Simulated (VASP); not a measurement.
# HfN (Pm-3m) in VASP: a series of runs, part 2 of 2

VASP 6.6.1. Earlier steps stand in the parts before.

## 5. Single point, LDA

This run uses another cell than the first one, of 10.70 Å³/atom, 1.020 times its volume.

The input, INCAR:

```
  PREC = Accurate
  ENCUT = 520
  EDIFF = 1E-7
  ISMEAR = -1
  SIGMA = 0.1
  LREAL = F
  LASPH = T
  NELM = 100
  ALGO = Normal
  ISIF = 2
  LWAVE = F
  LCHARG = T
  LELF = T
  LVHAR = T
  NBANDS = 14
```

The input, KPOINTS:

```
regular mesh
0
Gamma
  15 15 15
```

The input, POSCAR:

```
HfN
1.0
    2.7763260752      0.0000000000      0.0000000000
    0.0000000000      2.7763260752      0.0000000000
    0.0000000000      0.0000000000      2.7763260752
Hf N
1 1
Direct
    0.0000000000      0.0000000000      0.0000000000
    0.5000000000      0.5000000000      0.5000000000
```

Potentials or basis: VASP PAW LDA potentials, release 64 (Hf_pv, N).

The run is started by

```sh
cat potpaw_LDA.64/Hf_pv/POTCAR potpaw_LDA.64/N/POTCAR > POTCAR
mpirun -np 1 vasp_std > vasp.out
```

OUTCAR:

```text
PREC = Accurate
   ENCUT = 520
   EDIFF = 1E-7
   ISMEAR = -1
   LREAL = F
   LASPH = T
   NELM = 100
   ISIF = 2

 ion  position               nearest neighbor table
   1  0.000  0.000  0.000-   2 2.40   2 2.40   2 2.40   2 2.40   2 2.40   2 2.40   2 2.40   2 2.40

   2  0.500  0.500  0.500-   1 2.40   1 2.40   1 2.40   1 2.40   1 2.40   1 2.40   1 2.40   1 2.40

  LATTYP: Found a simple cubic cell.
 ALAT       =     2.7763260752

  Lattice vectors:

 A1 = (   2.7763260752,   0.0000000000,   0.0000000000)
 A2 = (   0.0000000000,   2.7763260752,   0.0000000000)
 A3 = (   0.0000000000,   0.0000000000,   2.7763260752)

Analysis of symmetry for initial positions (statically):
=====================================================================
 Subroutine PRICEL returns:
 Original cell was already a primitive cell.

 Routine SETGRP: Setting up the symmetry group for a
 simple cubic supercell.

 Subroutine GETGRP returns: Found 48 space group operations
 (whereof 48 operations were pure point group operations)
 out of a pool of 48 trial point group operations.

The static configuration has the point symmetry O_h .

Analysis of symmetry for dynamics (positions and initial velocities):
=====================================================================
 Subroutine PRICEL returns:
 Original cell was already a primitive cell.

 Routine SETGRP: Setting up the symmetry group for a
 simple cubic supercell.

 Subroutine GETGRP returns: Found 48 space group operations
 (whereof 48 operations were pure point group operations)
 out of a pool of 48 trial point group operations.

The dynamic configuration has the point symmetry O_h .

 Subroutine INISYM returns: Found 48 space group operations
 (whereof 48 operations are pure point group operations),
 and found     1 'primitive' translations

----------------------------------------------------------------------------------------
[... 121 lines left out ...]
   IVDW    =     0    specifies the selected vdW correction
   LEPSILON=     F    determine dielectric tensor
   LRPA    =     F    only Hartree local field effects (RPA)
 non-spin polarized calculation
  energy-cutoff  :      520.00
  volume of cell :       21.40
 maximum number of plane-waves:       591
 NGX is ok and might be reduce to    24
   NGX = 11   NGY = 11   NGZ = 11

 number of electron      15.0000002 magnetization

 Free energy of the ion-electron system (eV)
  ---------------------------------------------------
  ext. energy  EPLUGINS =         0.00000000
  ---------------------------------------------------
  free energy    TOTEN  =       -21.93205021 eV

  energy without entropy =      -21.90219246  energy(sigma->0) =      -21.91712133

 E-fermi :   7.6991     XC(G=0): -13.4583

 val. band max:        7.6776221974   @ k =   0.4000   0.3333   0.0667
 cond. band min:       7.7069314033   @ k =   0.1333   0.0667   0.0667
 fundamental gap:      0.0293092059
 Fermi energy:         7.6990921196

 k-point     1 :       0.0000    0.0000    0.0000
  band No.  band energies     occupation
      1     -22.0493      2.00000
      2     -22.0493      2.00000
      3     -22.0493      2.00000
      4      -8.4772      2.00000
      5       5.1194      2.00000
      6       5.1194      2.00000
      7       6.7089      1.99990
      8       6.7089      1.99990
      9       6.7089      1.99990
     10      11.9240      0.00000
     11      14.4014      0.00000
     12      14.4014      0.00000
     13      14.4014      0.00000
     14      20.0788      0.00000
[... 377 lines left out ...]
      1     -23.1882      2.00000
      2     -22.4762      2.00000
      3     -21.8810      2.00000
      4      -6.4276      2.00000
      5       1.6883      2.00000
      6       4.3675      2.00000
      7       5.7244      2.00000
      8       7.3219      1.95502
      9      11.8635      0.00000
     10      12.6493      0.00000
     11      12.6509      0.00000
     12      14.9026      0.00000
     13      17.0929      0.00000
     14      20.0822      0.00000

 [... further k-points ...]

------------------------ aborting loop because EDIFF is reached ----------------------------------------

  FORCE on cell =-STRESS in cart. coord.  units (eV):
  Direction    XX          YY          ZZ          XY          YZ          ZX
  --------------------------------------------------------------------------------------
  -------------------------------------------------------------------------------------
  Total       -0.6121955     -0.6121955     -0.6121955      0.0000000      0.0000000      0.0000000
  in kB      -45.8341657    -45.8341657    -45.8341657      0.0000000      0.0000000      0.0000000
  external PRESSURE =     -45.8341657 kB  Pullay stress =       0.0000000 kB

 VOLUME and BASIS-vectors are now :
 -----------------------------------------------------------------------------
  energy-cutoff  :      520.00
  volume of cell :       21.40
      direct lattice vectors                 reciprocal lattice vectors
     2.776326075  0.000000000  0.000000000     0.360188239  0.000000000  0.000000000
     0.000000000  2.776326075  0.000000000     0.000000000  0.360188239  0.000000000
     0.000000000  0.000000000  2.776326075     0.000000000  0.000000000  0.360188239

 POSITION                                       TOTAL-FORCE (eV/Angst)
 -----------------------------------------------------------------------------------
      0.00000      0.00000      0.00000         0.000000      0.000000      0.000000
      1.38816      1.38816      1.38816         0.000000      0.000000      0.000000
 -----------------------------------------------------------------------------------
    total drift:                                0.000000      0.000000     -0.000000

  FREE ENERGIE OF THE ION-ELECTRON SYSTEM (eV)
  ---------------------------------------------------
  free  energy   TOTEN  =       -21.9320502114 eV

  energy  without entropy=      -21.9021924561  energy(sigma->0) =      -21.91712133
```

Wall time 21 s (1 thread of AMD EPYC 9R45 (Zen 5), shared host); peak memory 0.13 GiB.

Results:

```
Free energy : -21.9321 eV
Pressure    : -4.6 GPa
```

Caveat: spin-orbit coupling is left out, which moves the levels of the heavy elements.

## 6. Relaxation of cell and atoms, LDA

This run uses another cell than the first one, of 10.63 Å³/atom, 1.013 times its volume.

The input, INCAR:

```
SYSTEM = HfN
PREC     = Accurate       ! precision mode
ENCUT    = 600            ! plane-wave cutoff, eV
EDIFF    = 1E-6           ! SCF threshold, eV
ISMEAR   = -1             ! smearing method
SIGMA    = 0.1            ! smearing width, eV
LREAL    = .False.        ! projectors in reciprocal space
LASPH    = .True.         ! aspherical terms in the spheres
NELM     = 100            ! most SCF steps
ALGO     = Normal         ! electronic algorithm
ISIF     = 3              ! what is computed and relaxed
LWAVE    = .False.        ! write WAVECAR
LCHARG   = .False.        ! write CHGCAR
IBRION   = 2              ! ionic algorithm
NSW      = 80             ! ionic steps
EDIFFG   = -0.03          ! ionic threshold
```

The input, KPOINTS:

```
regular mesh
0
Gamma
  15 15 15
  0 0 0
```

The input, POSCAR:

```
HfN
1.0
    2.7700000000      0.0000000000      0.0000000000
    0.0000000000      2.7700000000      0.0000000000
    0.0000000000      0.0000000000      2.7700000000
Hf N
1 1
Direct
    0.0000000000      0.0000000000      0.0000000000
    0.5000000000      0.5000000000      0.5000000000
```

Potentials or basis: VASP PAW LDA potentials, release 64 (Hf_pv, N).

The run is started by

```sh
cat potpaw_LDA.64/Hf_pv/POTCAR potpaw_LDA.64/N/POTCAR > POTCAR
mpirun -np 1 vasp_std > vasp.out
```

Run time: 32 s. Hardware: 1 thread of AMD EPYC 9R45 (Zen 5), shared host; peak memory 0.14 GiB.

Results (log left out):

| Quantity | Value |
| --- | --- |
| Free energy | -21.9380 eV |
| Relaxed volume | 10.52 Å³/atom |
| Relaxed cell | a = 2.760 Å, b = 2.760 Å, c = 2.760 Å, α = 90.00°, β = 90.00°, γ = 90.00° |
| Space group after relaxing (to 0.05 Å) | Pm-3m (No. 221) |
| Energy gained by relaxing | 1.0 meV/atom |
| Ionic steps | 3 |
| Pressure after relaxing | 0.0 GPa |

Step by step:
| step | energy change (eV) | largest force (eV/Å) | pressure (GPa) | volume (Å³) |
| --- | --- | --- | --- | --- |
| 1 | 0.0000 | 0.0000 | -2.85 | 21.25 |
| 2 | 0.0033 | 0.0000 | 4.89 | 20.68 |
| 3 | -0.0020 | 0.0000 | -0.02 | 21.03 |

Final structure:
```
CELL_PARAMETERS angstrom
2.76035 0.00000 0.00000
0.00000 2.76035 0.00000
0.00000 0.00000 2.76035
ATOMIC_POSITIONS crystal
Hf 0.00000 0.00000 0.00000
N 0.50000 0.50000 0.50000
```

Levels at points of the mesh, in eV from the Fermi level:
```csv
k point,band 4,band 5,band 6,band 7,band 8,band 9,band 10,band 11
"(0.00, 0.00, 0.00)",-16.29,-2.65,-2.65,-0.99,-0.99,-0.99,4.47,6.82
```

Caveat: spin-orbit coupling is left out, which moves the levels of the heavy elements.

## 7. Summary

| task | cell | cutoff (eV) | gap on the mesh (eV) | pressure (GPa) |
| --- | --- | --- | --- | --- |
| single point | a = 2.758 Å, 2 atoms | 520 | none | 0.8 |
| single point | a = 2.767 Å, 2 atoms | 520 | none | -2.0 |
| single point | a = 2.776 Å, 2 atoms | 520 | none | -4.6 |
| relaxation of cell and atoms | relaxed from a = 2.770 Å, 2 atoms | 600 | none | 0.0 |

Alike in all rows: level LDA; potentials or basis VASP PAW LDA potentials, release 64 (Hf_pv, N); no spin polarisation; k mesh 15 × 15 × 15; smearing fermi-dirac 0.1 eV.

Caveats: spin-orbit coupling is left out, which moves the levels of the heavy elements.

Total energies depend on the potentials used, so only differences within one code and one set of settings carry meaning.
